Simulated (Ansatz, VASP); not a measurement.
**ZnS in VASP and in Ansatz**

File INCAR:

```
SYSTEM = ZnS
ALGO     = Normal         ! electronic algorithm
EDIFF    = 1E-6           ! SCF threshold, eV
ENCUT    = 520            ! plane-wave cutoff, eV
GGA      = PS             ! functional
ISIF     = 2              ! what is computed and relaxed
ISMEAR   = 0              ! smearing method
LASPH    = .TRUE.         ! aspherical terms in the spheres
LCHARG   = .FALSE.        ! write CHGCAR
LREAL    = .FALSE.        ! projectors in reciprocal space
LWAVE    = .FALSE.        ! write WAVECAR
NBANDS   = 26             ! bands
NELM     = 80             ! most SCF steps
PREC     = Accurate       ! precision mode
SIGMA    = 0.01           ! smearing width, eV
```

The input KPOINTS:

```
k-points
0
G
  6 6 2
  0 0 0
```

POSCAR

```
ZnS
1.0
    3.8173411099      0.0000000000      0.0000000000
   -1.9086705549      3.3059115575      0.0000000000
    0.0000000000      0.0000000000      6.2443727313
Zn S
2 2
Direct
    0.3284000000      0.6450400000      0.9941700000
    0.6863200000      0.3269600000      0.5040000000
    0.3363300000      0.7101100000      0.3884900000
    0.6780800000      0.3268100000      0.8820700000
```

Input for Ansatz:

```yaml
crystal:
  lattice:
    - [3.8173411098637584, 0.0, 0.0]
    - [-1.9086705549318792, 3.3059115575482934, 0.0]
    - [0.0, 0.0, 6.244372731275432]
  atoms:
    - { symbol: Zn, position: [0.3284, 0.64504, 0.99417] }
    - { symbol: Zn, position: [0.68632, 0.32696, 0.504] }
    - { symbol: S, position: [0.33633, 0.71011, 0.38849] }
    - { symbol: S, position: [0.67808, 0.32681, 0.88207] }
basis:
  ecutwfc: 540.0
  xc_grid: 2
kpoints:
  mp_grid:
    grid: [6, 6, 2]
hamiltonian:
  xc: pbesol
scf:
  convergence:
    dr2_threshold: 1.0e-09
  occupations:
    method: fixed
output:
  forces: true
  stress: true
```

Alike in both runs: task single point; functional PBEsol; k mesh 6 × 6 × 2; no spin polarisation.

|  | VASP | Ansatz |
| --- | --- | --- |
| version | VASP 6.6.1 | Ansatz 0.2.0 |
| potentials or method | VASP PAW PBE potentials, release 64 (Zn, S), cutoff 520 eV | plane waves, PAW |
| occupations | gaussian, width 0.01 eV | fixed |
| valence electrons in the cell | 36 | 36 |

Ansatz gave:

```
pressure (GPa)                                                : -0.6
traceless stress, the component that is largest in VASP (GPa) : 2.65
rms of the force components (eV/Å)                            : 0.647
```

Q: What did VASP give for the same quantities?

A: Pressure (GPa): -0.4; traceless stress, the component that is largest in VASP (GPa): 2.67; rms of the force components (eV/Å): 0.650.

VASP's potentials were made for PBE, not for PBEsol. Atom by atom the forces differ by 0.004 eV/Å (rms over components). Ansatz's warnings: stress scf threshold loose.

The k mesh is coarse, so the values compare programs but aren't converged.
